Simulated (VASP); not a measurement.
Here is a VASP 6.6.1 calculation.

The input POSCAR:

```
CdS
1.0
    4.0939120434      0.0000000000      0.0000000000
   -2.0469560217      3.5454318304      0.0000000000
    0.0000000000      0.0000000000      6.6459482979
Cd S
2 2
Direct
    0.6666666667      0.3333333333      0.5000000000
    0.3333333333      0.6666666667      0.0000000000
    0.6666666667      0.3333333333      0.8750000000
    0.3333333333      0.6666666667      0.3750000000
```

The input INCAR.step1:

```
SYSTEM = CdS
PREC = Accurate ; ENCUT = 550
ISMEAR = -1 ; SIGMA = 0.05
LREAL = .False. ; LASPH = .True.
NELM = 200 ; MAGMOM = 0 0 0 0 0 0 0 0 0 0 0 0
LSORBIT = .True. ; GGA_COMPAT = .False.
NBANDS = 50 ; GGA = PE
ALGO = Normal ; EDIFF = 1E-5
LWAVE = .True. ; LCHARG = .False.
```

INCAR.step2

```
SYSTEM = CdS
PREC = Accurate ; ENCUT = 550
EDIFF = 1E-6 ; ISMEAR = -1
SIGMA = 0.05 ; LREAL = .False.
LASPH = .True. ; NELM = 200
ALGO = Normal ; ISIF = 2
LWAVE = .False. ; LCHARG = .False.
MAGMOM = 0 0 0 0 0 0 0 0 0 0 0 0 ; LORBIT = 11
LSORBIT = .True. ; GGA_COMPAT = .False.
LORBMOM = .True. ; METAGGA = R2SCAN
LMIXTAU = .True. ; NBANDS = 50
ISTART = 1
```

The input KPOINTS:

```
regular mesh
0
Gamma
  7 7 4
  0 0 0
```

Potentials or basis: VASP PAW PBE potentials, release 64 (Cd, S).

Run with:

```bash
$ cat potpaw_PBE.64/Cd/POTCAR potpaw_PBE.64/S/POTCAR > POTCAR
$ cp INCAR.step1 INCAR
$ mpirun -np 1 vasp_ncl > vasp.out
$ cp INCAR.step2 INCAR
$ mpirun -np 1 vasp_ncl > vasp.out
```

Task: Estimate the pressure.

Result: 3.8 GPa.

Task: Predict the largest force.

Result: 0.080 eV/Å.

Forces on the atoms (eV/Å):
```
Cd   0.000  0.000 -0.080
Cd   0.000  0.000 -0.080
S    0.000  0.000  0.080
S    0.000  0.000  0.080
```

Caveat: the cell stands under pressure; the PAW data sets were made with another functional, which shifts forces and pressure a little.
